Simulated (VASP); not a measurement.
# ZnS (R3m) in VASP: relaxation of the atoms with PBEsol

Aim: the relaxation of the atoms of ZnS with PBEsol.

Program: VASP 6.6.1. These are calculated values, not measurements. Logs are shortened: lines on timing, memory, paths and dates and some standing lists are left out, and cuts for length are marked.

## (1) The cell of the first run

Symmetry: R3m, No. 160, trigonal system. Conventional cell: a = 3.770 Å, b = 3.770 Å, c = 9.464 Å, α = 90.00°, β = 90.00°, γ = 120.00°. Zn (site symmetry 3m) has 4 S at 2.32 to 2.34 Å within 3.1 Å. Within 3.1 Å of S (site symmetry 3m) lie 4 Zn at 2.32 to 2.34 Å.

## (2) Relaxation of the atoms, PBEsol (strained cell)

The input, INCAR:

```
SYSTEM = ZnS
PREC = Accurate
ENCUT = 450
EDIFF = 1E-7
ISMEAR = 0
SIGMA = 0.02
LREAL = .False.
LASPH = .True.
NELM = 120
ALGO = Normal
ISIF = 2
LWAVE = .False.
LCHARG = .False.
GGA = PS
IBRION = 2
NSW = 60
EDIFFG = -0.002
GGA_COMPAT = .False.
NELMIN = 4
```

The input, KPOINTS:

```
regular mesh
0
Gamma
  9 9 9
  0 0 0
```

The input, POSCAR:

```
ZnS
1.0
    0.0442374855      2.7098553825      2.7098553825
    2.7098553825      0.0442374855      2.7098553825
    2.7098553825      2.7098553825      0.0442374855
Zn S
1 1
Direct
    0.0014396778      0.0014396778      0.0014396778
    0.2485603222      0.2485603222      0.2485603222
```

Potentials or basis: VASP PAW PBE potentials, release 64 (Zn, S).

Started as:

```bash
$ cat potpaw_PBE.64/Zn/POTCAR potpaw_PBE.64/S/POTCAR > POTCAR
$ mpirun -np 1 vasp_std > vasp.out
```

OUTCAR:

```text
SYSTEM = ZnS
   PREC = Accurate
   ENCUT = 450
   EDIFF = 1E-7
   ISMEAR = 0
   LREAL = .False.
   LASPH = .True.
   NELM = 120
   ISIF = 2
   GGA = PS
   IBRION = 2
   NSW = 60
   EDIFFG = -0.002
   NELMIN = 4

 ion  position               nearest neighbor table
   1  0.001  0.001  0.001-   2 2.32   2 2.32   2 2.32   2 2.34
   2  0.249  0.249  0.249-   1 2.32   1 2.32   1 2.32   1 2.34

  LATTYP: Found a trigonal (rhomboedric) cell.
 ALAT       =     3.8325695484
 COS(alpha) =     0.5162558768

  Lattice vectors:

 A1 = (   0.0442374855,   2.7098553825,   2.7098553825)
 A2 = (   2.7098553825,   0.0442374855,   2.7098553825)
 A3 = (   2.7098553825,   2.7098553825,   0.0442374855)

Analysis of symmetry for initial positions (statically):
=====================================================================
 Subroutine PRICEL returns:
 Original cell was already a primitive cell.

 Routine SETGRP: Setting up the symmetry group for a
 trigonal (rhombohedral) supercell.

 Subroutine GETGRP returns: Found  6 space group operations
 (whereof  6 operations were pure point group operations)
 out of a pool of 12 trial point group operations.

The static configuration has the point symmetry C_3v.

Analysis of symmetry for dynamics (positions and initial velocities):
=====================================================================
 Subroutine PRICEL returns:
 Original cell was already a primitive cell.

 Routine SETGRP: Setting up the symmetry group for a
 trigonal (rhombohedral) supercell.

 Subroutine GETGRP returns: Found  6 space group operations
 (whereof  6 operations were pure point group operations)
 out of a pool of 12 trial point group operations.

The dynamic configuration has the point symmetry C_3v.

 Subroutine INISYM returns: Found  6 space group operations
 (whereof  6 operations are pure point group operations),
 and found     1 'primitive' translations

----------------------------------------------------------------------------------------

                                     Primitive cell

  volume of cell :      38.8242

  direct lattice vectors                    reciprocal lattice vectors
     0.044237485  2.709855382  2.709855382    -0.189092415  0.186055127  0.186055127
     2.709855382  0.044237485  2.709855382     0.186055127 -0.189092415  0.186055127
     2.709855382  2.709855382  0.044237485     0.186055127  0.186055127 -0.189092415

  length of vectors
     3.832569548  3.832569548  3.832569548     0.324020002  0.324020002  0.324020002

  position of ions in fractional coordinates (direct lattice)
     0.001439678  0.001439678  0.001439678
     0.248560322  0.248560322  0.248560322

  ion indices of the primitive-cell ions
   primitive index   ion index
                 1           1
                 2           2

----------------------------------------------------------------------------------------

 KPOINTS: regular mesh

Automatic generation of k-mesh.
 Grid dimensions read from file:
 generate k-points for:    9    9    9

 Generating k-lattice:

  Cartesian coordinates                     Fractional coordinates (reciprocal lattice)
    -0.021010268  0.020672792  0.020672792     0.111111111 -0.000000000 -0.000000000
     0.020672792 -0.021010268  0.020672792    -0.000000000  0.111111111 -0.000000000
     0.020672792  0.020672792 -0.021010268    -0.000000000 -0.000000000  0.111111111

  Length of vectors
     0.036002222  0.036002222  0.036002222

  Shift w.r.t. Gamma in fractional coordinates (k-lattice)
     0.000000000  0.000000000  0.000000000

 Subroutine IBZKPT returns following result:
 ===========================================

 Found     85 irreducible k-points:

 Following reciprocal coordinates:
            Coordinates               Weight
  0.000000  0.000000  0.000000      1.000000
  0.111111  0.000000  0.000000      6.000000
  0.222222  0.000000  0.000000      6.000000
  0.333333  0.000000  0.000000      6.000000
  0.444444  0.000000  0.000000      6.000000
  0.111111  0.111111 -0.000000      6.000000
[... 16 lines left out ...]
 -0.333333  0.333333  0.000000      6.000000
  0.444444  0.444444  0.000000      6.000000
 [... further k-points ...]
   k-points           NKPTS =     85   k-points in BZ     NKDIM =     85   number of bands    NBANDS=     13
   number of dos      NEDOS =    301   number of ions     NIONS =      2
   total plane-waves  NPLWV =  21952
   dimension x,y,z NGX =    28 NGY =   28 NGZ =   28
   dimension x,y,z NGXF=    56 NGYF=   56 NGZF=   56
   ions per type =               1   1
   NGX,Y,Z   is equivalent  to a cutoff of  12.15, 12.15, 12.15 a.u.
   NGXF,Y,Z  is equivalent  to a cutoff of  24.29, 24.29, 24.29 a.u.
 SYSTEM =  ZnS
   PREC   = accura    normal or accurate (medium, high low for compatibility)
   ISTART =      0    job   : 0-new  1-cont  2-samecut
   ICHARG =      2    charge: 1-file 2-atom 10-const
   ISPIN  =      1    spin polarized calculation?
   LNONCOLLINEAR =      F non collinear calculations
   LSORBIT =      F    spin-orbit coupling
   LASPH  =      T    aspherical Exc in radial PAW
   ENCUT  =  450.0 eV  33.07 Ry    5.75 a.u.   6.63  6.63  6.63*2*pi/ulx,y,z
   NELM   =    120;   NELMIN=  4; NELMDL= -5     # of ELM steps
   EDIFF  = 0.1E-06   stopping-criterion for ELM
   LREAL  =      F    real-space projection
   EDIFFG = -.2E-02   stopping-criterion for IOM
   NSW    =     60    number of steps for IOM
   IBRION =      2    ionic relax: 0-MD 1-quasi-New 2-CG
   NFREE  =      1    steps in history (QN), initial steepest desc. (CG)
   ISIF   =      2    stress and relaxation
   ISYM   =      2    0-nonsym 1-usesym 2-fastsym
   POTIM  = 0.5000    time-step for ionic-motion
   TEBEG  =    0.0;   TEEND  =   0.0 temperature during run
   PSTRESS=    0.0 pullay stress
   NELECT =      18.0000    total number of electrons
   NUPDOWN=      -1.0000    fix difference up-down
   EMIN   =  10.00;   EMAX   =-10.00  energy-range for DOS
   EFERMI =   0.00;   METHOD = LEGACY
   ISMEAR =     0;   SIGMA  =   0.02  broadening in eV -4-tet -1-fermi 0-gaus
   EFERMI_NEDOS =   21; number of points for ismear=-14 and -15
   IALGO  =     38    algorithm
   IMIX   =      4    mixing-type and parameters
     AMIX     =   0.40;   BMIX     =  1.00
     AMIX_MAG =   1.60;   BMIX_MAG =  1.00
  volume/ion in A,a.u.               =      19.41       131.00
  Fermi-wavevector in a.u.,A,eV,Ry     =   1.267063  2.394402 21.843455  1.605449
  Thomas-Fermi vector in A             =   2.400231
   LORBIT       =      0    0 simple, 1 ext, 2 COOP (PROOUT), +10 PAW based schemes
   GGA     = PS    functional components
   LHFCALC =     F    Hartree Fock is set to
   AEXX    =    0.0000 exact exchange contribution
   IVDW    =     0    specifies the selected vdW correction
   LEPSILON=     F    determine dielectric tensor
   LRPA    =     F    only Hartree local field effects (RPA)
 conjugate gradient relaxation of ions
 non-spin polarized calculation
 Gauss-broadening in eV      SIGMA  =   0.02
  energy-cutoff  :      450.00
  volume of cell :       38.82
 maximum number of plane-waves:       875
   NGX = 13   NGY = 13   NGZ = 13

 number of electron      18.0000010 magnetization

 Free energy of the ion-electron system (eV)
  ---------------------------------------------------
  ext. energy  EPLUGINS =         0.00000000
  ---------------------------------------------------
  free energy    TOTEN  =        -7.58283692 eV

  energy without entropy =       -7.58283692  energy(sigma->0) =       -7.58283692

 E-fermi :   2.3162     XC(G=0):  -9.9261

 val. band max:        2.2110965529   @ k =   0.0000   0.0000   0.0000
 cond. band min:       4.1988250170   @ k =   0.0000   0.0000   0.0000
 fundamental gap:      1.9877284640
 Fermi energy:         2.3162054157

 k-point     1 :       0.0000    0.0000    0.0000
  band No.  band energies     occupation
      1     -11.1033      2.00000
      2      -4.2841      2.00000
      3      -4.2661      2.00000
      4      -4.2661      2.00000
      5      -3.7548      2.00000
      6      -3.7548      2.00000
      7       2.0702      2.00000
      8       2.2111      2.00000
      9       2.2111      2.00000
     10       4.1988      0.00000
     11       8.2607      0.00000
     12       8.5755      0.00000
     13       8.5755      0.00000

 k-point     2 :       0.1111    0.0000    0.0000
  band No.  band energies     occupation
      1     -11.0048      2.00000
      2      -4.2746      2.00000
      3      -4.2596      2.00000
      4      -4.2491      2.00000
      5      -3.7571      2.00000
      6      -3.7559      2.00000
      7       1.2299      2.00000
      8       1.9626      2.00000
      9       2.0847      2.00000
     10       4.9101      0.00000
     11       8.4084      0.00000
     12       8.5404      0.00000
     13       8.7815      0.00000

 k-point     3 :       0.2222    0.0000    0.0000
  band No.  band energies     occupation
      1     -10.7381      2.00000
      2      -4.2523      2.00000
      3      -4.2173      2.00000
      4      -4.2097      2.00000
      5      -3.7577      2.00000
      6      -3.7532      2.00000
      7      -0.3280      2.00000
      8       1.6717      2.00000
      9       1.7931      2.00000
     10       5.4958      0.00000
     11       8.7687      0.00000
     12       8.9784      0.00000
     13       9.1167      0.00000
[... 305 lines left out ...]
 k-point    23 :      -0.3333    0.3333    0.0000
  band No.  band energies     occupation
      1      -9.8679      2.00000
      2      -4.1735      2.00000
      3      -4.0201      2.00000
      4      -3.8160      2.00000
      5      -3.7420      2.00000
      6      -3.4568      2.00000
      7      -2.5389      2.00000
      8      -1.0921      2.00000
      9       0.5093      2.00000
     10       6.3561      0.00000
     11       8.7936      0.00000
     12      10.8144      0.00000
     13      11.1273      0.00000

 k-point    24 :       0.4444    0.4444    0.0000
  band No.  band energies     occupation
      1      -9.8456      2.00000
      2      -4.3306      2.00000
      3      -3.9343      2.00000
      4      -3.9272      2.00000
      5      -3.6774      2.00000
      6      -3.5980      2.00000
      7      -2.3348      2.00000
      8      -0.1690      2.00000
      9       0.0039      2.00000
     10       5.4041      0.00000
     11       6.2120      0.00000
     12      12.7954      0.00000
     13      13.7218      0.00000

 [... further k-points ...]

------------------------ aborting loop because EDIFF is reached ----------------------------------------

  FORCE on cell =-STRESS in cart. coord.  units (eV):
  Direction    XX          YY          ZZ          XY          YZ          ZX
  --------------------------------------------------------------------------------------
  -------------------------------------------------------------------------------------
  Total       -0.1719987     -0.1719987     -0.1719987     -0.1942886     -0.1942886     -0.1942886
  in kB       -7.0979569     -7.0979569     -7.0979569     -8.0178071     -8.0178071     -8.0178071
  external PRESSURE =      -7.0979569 kB  Pullay stress =       0.0000000 kB

 VOLUME and BASIS-vectors are now :
 -----------------------------------------------------------------------------
  energy-cutoff  :      450.00
  volume of cell :       38.82
      direct lattice vectors                 reciprocal lattice vectors
     0.044237485  2.709855382  2.709855382    -0.189092415  0.186055127  0.186055127
     2.709855382  0.044237485  2.709855382     0.186055127 -0.189092415  0.186055127
     2.709855382  2.709855382  0.044237485     0.186055127  0.186055127 -0.189092415

 POSITION                                       TOTAL-FORCE (eV/Angst)
 -----------------------------------------------------------------------------------
      0.00787      0.00787      0.00787        -0.000164     -0.000164     -0.000164
      1.35812      1.35812      1.35812         0.000164      0.000164      0.000164
 -----------------------------------------------------------------------------------
    total drift:                                0.000529      0.000529      0.000530

  FREE ENERGIE OF THE ION-ELECTRON SYSTEM (eV)
  ---------------------------------------------------
  free  energy   TOTEN  =        -7.5828369188 eV

  energy  without entropy=       -7.5828369188  energy(sigma->0) =       -7.58283692

 reached required accuracy - stopping structural energy minimisation
```

It took 69 s on 1 thread of Oxide Virtual Turin-like, shared host; peak memory 0.14 GiB.

Results:

| Quantity | Value |
| --- | --- |
| Free energy | -7.5828 eV |
| Pressure after relaxing | -0.7 GPa |
| Band gap on the k mesh | 1.99 eV |

Final structure:
```
Zn S
1.0
     0.04424    2.70986    2.70986
     2.70986    0.04424    2.70986
     2.70986    2.70986    0.04424
Zn S
1 1
Direct
  0.00144 0.00144 0.00144
  0.24856 0.24856 0.24856
```

Caveat: the cell differs from its parent crystal (strained cell); the PAW data sets were made with another functional, which shifts forces and pressure a little.
